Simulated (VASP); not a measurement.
Crystal: RbPd.

```xyz
2
Lattice="4.3992 0.0000 0.0000 -2.1996 3.8098 0.0000 0.0000 0.0000 6.1728" Properties=species:S:1:pos:R:3 pbc="T T T"
Rb    0.0000    2.5399    3.0864
Pd    0.0000    0.0000    0.0000
```

The cell was built from a structure type or drawn by symmetry, and may not be a known phase.

- Program: VASP 6.6.1
- Task: relaxation of cell and atoms
- Functional: PBE
- Potentials or basis: VASP PAW PBE potentials, release 64 (Rb_sv, Pd)
- Cutoff: 500 eV
- k mesh: 12 × 12 × 10
- Occupations: gaussian, width 0.1 eV
- Spin: no spin polarisation

At the start: pressure -2.7 GPa; volume 51.73 Å³/atom.

How do energy, volume and symmetry change on relaxing?

Over 17 steps the energy falls by 347.6 meV/atom and the volume is 27.60 Å³/atom (-46.6 %); space group P-6m2 (No. 187, to 0.1 Å) before and after.

Step by step:
| step | energy change (eV) | largest force (eV/Å) | pressure (GPa) | volume (Å³) |
| --- | --- | --- | --- | --- |
| 1 | 0.0000 | 0.0000 | -2.75 | 103.45 |
| 2 | -0.2646 | 0.0000 | -2.70 | 90.68 |
| 3 | -0.4142 | 0.0000 | 3.21 | 58.03 |
| 4 | -0.5342 | 0.0000 | -1.40 | 72.69 |
| 5 | -0.5497 | 0.0000 | -0.73 | 68.98 |
| 6 | -0.5500 | 0.0000 | -0.54 | 68.09 |
| 7 | -0.5778 | 0.0000 | -0.35 | 65.63 |
| 8 | -0.6471 | 0.0000 | 0.49 | 58.39 |
| 9 | -0.5125 | 0.0000 | 6.97 | 44.63 |
| 10 | -0.6622 | 0.0000 | 0.99 | 55.80 |
| 11 | -0.6654 | 0.0000 | 2.02 | 52.28 |
| 12 | -0.6802 | 0.0000 | 1.59 | 52.10 |
| 13 | -0.6827 | 0.0000 | 1.23 | 51.90 |
| 14 | -0.6831 | 0.0000 | 1.32 | 51.95 |
| 15 | -0.6895 | 0.0000 | 0.86 | 52.92 |
| 16 | -0.6951 | 0.0000 | 0.10 | 54.89 |
| 17 | -0.6952 | 0.0000 | 0.00 | 55.20 |

Final structure:
```xyz
2
Lattice="3.4585 0.0000 0.0000 -1.7293 2.9952 0.0000 0.0000 0.0000 5.3283" Properties=species:S:1:pos:R:3 pbc="T T T"
Rb    0.0000    1.9968    2.6642
Pd   -1.7293    2.9952    0.0000
```

Caveat: the volume moved by over 15 % at a fixed basis, so the end points are rough.
